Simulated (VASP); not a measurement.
# Fe (Fd-3m) in VASP: a series of runs, part 2 of 2

VASP 6.6.1. Earlier steps stand in the parts before.

## (4) Single point, r2SCAN (volume scaled by 0.96)

File POSCAR:

```
Fe
1.0
    0.0000000000      2.3734481107      2.3734481107
    2.3734481107      0.0000000000      2.3734481107
    2.3734481107      2.3734481107      0.0000000000
Fe
2
Direct
    0.1250000000      0.1250000000      0.1250000000
    0.8750000000      0.8750000000      0.8750000000
```

File INCAR.step1:

```
SYSTEM = Fe
PREC = Accurate
ENCUT = 520
ISMEAR = -1
SIGMA = 0.1
LREAL = .FALSE.
LASPH = .TRUE.
NELM = 60
NBANDS = 15
GGA = PE
ALGO = Normal
EDIFF = 1E-4
LWAVE = .TRUE.
LCHARG = .FALSE.
```

File INCAR.step2:

```
SYSTEM = Fe
PREC = Accurate
ENCUT = 520
EDIFF = 1E-6
ISMEAR = -1
SIGMA = 0.1
LREAL = .FALSE.
LASPH = .TRUE.
NELM = 60
ALGO = Normal
ISIF = 2
LWAVE = .FALSE.
LCHARG = .TRUE.
METAGGA = R2SCAN
LMIXTAU = .TRUE.
LELF = .TRUE.
LVHAR = .TRUE.
NBANDS = 15
ISTART = 1
```

File KPOINTS:

```
Automatic mesh
0
G
  13 13 13
  0 0 0
```

Potentials or basis: VASP PAW PBE potentials, release 64 (Fe).

The run is started by

```bash
> cat potpaw_PBE.64/Fe/POTCAR > POTCAR
> cp INCAR.step1 INCAR
> mpirun -np 1 vasp_std > vasp.out
> cp INCAR.step2 INCAR
> mpirun -np 1 vasp_std > vasp.out
```

OUTCAR:

```text
SYSTEM = Fe
   PREC = Accurate
   ENCUT = 520
   EDIFF = 1E-6
   ISMEAR = -1
   LREAL = .FALSE.
   LASPH = .TRUE.
   NELM = 60
   ISIF = 2
   METAGGA = R2SCAN
   ISTART = 1

 ion  position               nearest neighbor table
   1  0.125  0.125  0.125-   2 2.06   2 2.06   2 2.06   2 2.06
   2  0.875  0.875  0.875-   1 2.06   1 2.06   1 2.06   1 2.06

  LATTYP: Found a face centered cubic cell.
 ALAT       =     4.7468962214

  Lattice vectors:

 A1 = (   0.0000000000,   2.3734481107,   2.3734481107)
 A2 = (   2.3734481107,   0.0000000000,   2.3734481107)
 A3 = (   2.3734481107,   2.3734481107,   0.0000000000)

Analysis of symmetry for initial positions (statically):
=====================================================================
 Subroutine PRICEL returns:
 Original cell was already a primitive cell.

 Routine SETGRP: Setting up the symmetry group for a
 face centered cubic supercell.

 Subroutine GETGRP returns: Found 48 space group operations
 (whereof 12 operations were pure point group operations)
 out of a pool of 48 trial point group operations.

The static configuration has the point symmetry D_3d.
 The point group associated with its full space group is O_h .

Analysis of symmetry for dynamics (positions and initial velocities):
=====================================================================
 Subroutine PRICEL returns:
 Original cell was already a primitive cell.

 Routine SETGRP: Setting up the symmetry group for a
 face centered cubic supercell.

 Subroutine GETGRP returns: Found 48 space group operations
 (whereof 12 operations were pure point group operations)
 out of a pool of 48 trial point group operations.

The dynamic configuration has the point symmetry D_3d.
 The point group associated with its full space group is O_h .

 Subroutine INISYM returns: Found 48 space group operations
 (whereof 12 operations are pure point group operations),
 and found     1 'primitive' translations

[... 118 lines left out ...]
   LORBIT       =      0    0 simple, 1 ext, 2 COOP (PROOUT), +10 PAW based schemes
   METAGGA = R2SCAN    functional components
   LHFCALC =     F    Hartree Fock is set to
   AEXX    =    0.0000 exact exchange contribution
   IVDW    =     0    specifies the selected vdW correction
   LEPSILON=     F    determine dielectric tensor
   LRPA    =     F    only Hartree local field effects (RPA)
 non-spin polarized calculation
  energy-cutoff  :      520.00
  volume of cell :       26.74
 maximum number of plane-waves:       736
 NGX is ok and might be reduce to    28
   NGX = 13   NGY = 13   NGZ = 13

 number of electron      15.9999992 magnetization

 Free energy of the ion-electron system (eV)
  ---------------------------------------------------
  ext. energy  EPLUGINS =         0.00000000
  ---------------------------------------------------
  free energy    TOTEN  =       -25.06789671 eV

  energy without entropy =      -24.99487455  energy(sigma->0) =      -25.03138563

 E-fermi :   4.2179     XC(G=0): -12.7664

 val. band max:        4.2034840674   @ k =   0.3846   0.0000   0.0000
 cond. band min:       4.2388431892   @ k =   0.4615   0.3077   0.0769
 fundamental gap:      0.0353591218
 Fermi energy:         4.2179147685

 k-point     1 :       0.0000    0.0000    0.0000
  band No.  band energies     occupation
      1      -3.1196      2.00000
      2       1.0236      2.00000
      3       1.0236      2.00000
      4       1.3587      2.00000
      5       1.3587      2.00000
      6       1.3587      2.00000
      7       3.7890      1.97293
      8       3.7890      1.97293
      9       3.7890      1.97293
     10       5.6472      0.00000
     11       5.6472      0.00000
     12      19.8622      0.00000
     13      19.8622      0.00000
     14      19.8622      0.00000
[... 401 lines left out ...]
      2       0.4426      2.00000
      3       1.3030      2.00000
      4       1.4736      2.00000
      5       1.6065      2.00000
      6       2.1110      2.00000
      7       2.7825      2.00000
      8       4.3270      0.50273
      9       4.3553      0.40385
     10       5.2695      0.00005
     11       5.6914      0.00000
     12       7.9731      0.00000
     13      14.0068      0.00000
     14      14.0639      0.00000
     15      17.3034      0.00000

 [... further k-points ...]
[... 5 lines left out ...]
  --------------------------------------------------------------------------------------
  -------------------------------------------------------------------------------------
  Total        1.0693253      1.0693253      1.0693253     -0.0000000     -0.0000000      0.0000000
  in kB       64.0694796     64.0694796     64.0694796     -0.0000000     -0.0000000      0.0000000
  external PRESSURE =      64.0694796 kB  Pullay stress =       0.0000000 kB

 VOLUME and BASIS-vectors are now :
 -----------------------------------------------------------------------------
  energy-cutoff  :      520.00
  volume of cell :       26.74
      direct lattice vectors                 reciprocal lattice vectors
     0.000000000  2.373448111  2.373448111    -0.210663969  0.210663969  0.210663969
     2.373448111  0.000000000  2.373448111     0.210663969 -0.210663969  0.210663969
     2.373448111  2.373448111  0.000000000     0.210663969  0.210663969 -0.210663969

 POSITION                                       TOTAL-FORCE (eV/Angst)
 -----------------------------------------------------------------------------------
      0.59336      0.59336      0.59336        -0.000000      0.000000     -0.000000
      4.15353      4.15353      4.15353         0.000000     -0.000000      0.000000
 -----------------------------------------------------------------------------------
    total drift:                                0.000000     -0.000000     -0.000000

  FREE ENERGIE OF THE ION-ELECTRON SYSTEM (eV)
  ---------------------------------------------------
  free  energy   TOTEN  =       -25.0678967144 eV

  energy  without entropy=      -24.9948745514  energy(sigma->0) =      -25.03138563
```

OUTCAR.step1:

```text
SYSTEM = Fe
   PREC = Accurate
   ENCUT = 520
   ISMEAR = -1
   LREAL = .FALSE.
   LASPH = .TRUE.
[... 655 lines left out ...]
      0.59336      0.59336      0.59336         0.000000      0.000000      0.000000
      4.15353      4.15353      4.15353        -0.000000      0.000000     -0.000000
 -----------------------------------------------------------------------------------
    total drift:                                0.000000     -0.000000     -0.000000

  FREE ENERGIE OF THE ION-ELECTRON SYSTEM (eV)
  ---------------------------------------------------
  free  energy   TOTEN  =       -13.9637849420 eV

  energy  without entropy=      -13.8877260949  energy(sigma->0) =      -13.92575552
```

OSZICAR.step1:

```text
N       E                     dE             d eps       ncg     rms          rms(c)
DAV:   1     0.841340834204E+02    0.84134E+02   -0.71958E+03  2528   0.133E+03
DAV:   2    -0.131611965790E+02   -0.97295E+02   -0.84638E+02  2520   0.237E+02
DAV:   3    -0.154088714459E+02   -0.22477E+01   -0.21567E+01  2975   0.538E+01
DAV:   4    -0.154251770849E+02   -0.16306E-01   -0.16304E-01  2849   0.397E+00
DAV:   5    -0.154254411287E+02   -0.26404E-03   -0.26404E-03  2954   0.494E-01    0.121E+01
DAV:   6    -0.141949726428E+02    0.12305E+01   -0.76815E+00  2947   0.543E+01    0.250E+00
DAV:   7    -0.139866142627E+02    0.20836E+00   -0.80483E-01  3101   0.174E+01    0.151E+00
DAV:   8    -0.139648380945E+02    0.21776E-01   -0.11203E-02  3445   0.168E+00    0.359E-01
DAV:   9    -0.139638051314E+02    0.10330E-02   -0.10584E-03  3009   0.317E-01    0.489E-02
DAV:  10    -0.139637849420E+02    0.20189E-04   -0.26033E-05  1435   0.939E-02
   1 F= -.13963785E+02 E0= -.13925756E+02  d E =-.760588E-01
```

Run time: 1.8 min. Hardware: 1 thread of Intel Xeon 6975P-C (Granite Rapids), shared host; peak memory 0.17 GiB.

What came out:

* Free energy: -25.0679 eV
* Pressure: 6.4 GPa
* Band gap on the k mesh: zero (band 8 reaches 4.65 eV, above the bottom of band 9 at 3.76 eV)

Levels at points of the mesh, in eV from the Fermi level:
| k point | band 4 | band 5 | band 6 | band 7 | band 8 | band 9 | band 10 | band 11 | band 12 | band 13 |
| --- | --- | --- | --- | --- | --- | --- | --- | --- | --- | --- |
| (0.00, 0.00, 0.00) | -2.86 | -2.86 | -2.86 | -0.43 | -0.43 | -0.43 | 1.43 | 1.43 | 15.64 | 15.64 |

Caveat: the cell differs from its parent crystal (volume scaled by 0.96); the PAW data sets were made with another functional, which shifts forces and pressure a little; the run has no spin polarisation, though such a crystal can be magnetic. Spin polarisation is off, so any magnetic state and its effect on volume and gap are missing.

## (5) Single point, r2SCAN

This run uses another cell than the first one, of 13.93 Å³/atom, 1.136 times its volume.

File POSCAR:

```
Fe
1.0
    0.0000000000      2.4059651392      2.4059651392
    2.4059651392      0.0000000000      2.4059651392
    2.4059651392      2.4059651392      0.0000000000
Fe
2
Direct
    0.1250000000      0.1250000000      0.1250000000
    0.8750000000      0.8750000000      0.8750000000
```

File INCAR.step1:

```
SYSTEM = Fe
  ALGO = Normal
  EDIFF = 1E-4
  ENCUT = 520
  GGA = PE
  ISMEAR = -1
  LASPH = .True.
  LCHARG = .False.
  LREAL = .False.
  LWAVE = .True.
  NBANDS = 15
  NELM = 80
  PREC = Accurate
  SIGMA = 0.1
```

File INCAR.step2:

```
SYSTEM = Fe
  ALGO = Normal
  EDIFF = 1E-6
  ENCUT = 520
  ISIF = 2
  ISMEAR = -1
  ISTART = 1
  LASPH = .True.
  LCHARG = .True.
  LELF = .True.
  LMIXTAU = .True.
  LREAL = .False.
  LVHAR = .True.
  LWAVE = .False.
  METAGGA = R2SCAN
  NBANDS = 15
  NELM = 80
  PREC = Accurate
  SIGMA = 0.1
```

File KPOINTS:

```
k-points
0
Gamma
  13 13 13
  0 0 0
```

The run is started by

```bash
> cat potpaw_PBE.64/Fe/POTCAR > POTCAR
> cp INCAR.step1 INCAR
> mpirun -np 1 vasp_std > vasp.out
> cp INCAR.step2 INCAR
> mpirun -np 1 vasp_std > vasp.out
```

Wall time 1.7 min (1 thread of Intel Xeon 6975P-C (Granite Rapids), shared host); peak memory 0.17 GiB.

The run converged. Its results:

```
Free energy            : -25.0857 eV
Pressure               : -1.0 GPa
Band gap on the k mesh : zero (band 8 reaches 4.26 eV, above the bottom of band 9 at 3.42 eV)
```

Levels at points of the mesh, in eV from the Fermi level:
| k point | band 6 | band 7 | band 8 | band 9 | band 10 | band 11 |
| --- | --- | --- | --- | --- | --- | --- |
| (0.00, 0.00, 0.00) | -2.73 | -0.40 | -0.40 | -0.40 | 1.34 | 1.34 |

Caveat: the PAW data sets were made with another functional, which shifts forces and pressure a little; the run has no spin polarisation, though such a crystal can be magnetic.

## (6) Single point, r2SCAN (volume scaled by 1.04)

File POSCAR:

```
Fe
1.0
    0.0000000000      2.4376262060      2.4376262060
    2.4376262060      0.0000000000      2.4376262060
    2.4376262060      2.4376262060      0.0000000000
Fe
2
Direct
    0.1250000000      0.1250000000      0.1250000000
    0.8750000000      0.8750000000      0.8750000000
```

File INCAR.step1:

```
PREC = Accurate
ENCUT = 520
ISMEAR = -1
SIGMA = 0.1
LREAL = F
LASPH = T
NELM = 60
NBANDS = 15
GGA = PE
ALGO = Normal
EDIFF = 1E-4
LWAVE = T
LCHARG = F
```

File INCAR.step2:

```
PREC = Accurate
ENCUT = 520
EDIFF = 1E-6
ISMEAR = -1
SIGMA = 0.1
LREAL = F
LASPH = T
NELM = 60
ALGO = Normal
ISIF = 2
LWAVE = F
LCHARG = F
METAGGA = R2SCAN
LMIXTAU = T
NBANDS = 15
ISTART = 1
```

File KPOINTS:

```
regular mesh
0
Gamma
  13 13 13
```

Potentials or basis: VASP PAW PBE potentials, release 64 (Fe).

The run is started by

```bash
> cat potpaw_PBE.64/Fe/POTCAR > POTCAR
> cp INCAR.step1 INCAR
> mpirun -np 1 vasp_std > vasp.out
> cp INCAR.step2 INCAR
> mpirun -np 1 vasp_std > vasp.out
```

It took 1.7 min on 1 thread of Intel Xeon 6975P-C (Granite Rapids), shared host; peak memory 0.17 GiB.

Results (log left out):

- Free energy: -25.0573 eV
- Pressure: -6.9 GPa
- Band gap on the k mesh: zero (band 8 reaches 3.91 eV, above the bottom of band 9 at 3.10 eV)

Levels at points of the mesh, in eV from the Fermi level:
```
           k point  band 6  band 7  band 8  band 9  band 10  band 11
(0.00, 0.00, 0.00)   -2.62   -0.38   -0.38   -0.38     1.26     1.26
```

Caveat: the cell differs from its parent crystal (volume scaled by 1.04); the PAW data sets were made with another functional, which shifts forces and pressure a little; the run has no spin polarisation, though such a crystal can be magnetic. Spin polarisation is off, so any magnetic state and its effect on volume and gap are missing.

## (7) Summary

```csv
cell,gap on the mesh (eV),pressure (GPa)
"a = 3.261 Å, angles 60.0°, 2 atoms",none,26.8
"a = 3.309 Å, angles 60.0°, 2 atoms",none,15.5
"a = 3.357 Å, angles 60.0°, 2 atoms",none,6.4
"a = 3.403 Å, angles 60.0°, 2 atoms",none,-1.0
"a = 3.447 Å, angles 60.0°, 2 atoms",none,-6.9
```

Alike in all rows: task single point; level r2SCAN; potentials or basis VASP PAW PBE potentials, release 64 (Fe); no spin polarisation; k mesh 13 × 13 × 13; cutoff (eV) 520; smearing fermi-dirac 0.1 eV.

Caveats: the PAW data sets were made with another functional, which shifts forces and pressure a little; the run has no spin polarisation, though such a crystal can be magnetic.

Total energies depend on the potentials used, so only differences within one code and one set of settings carry meaning.
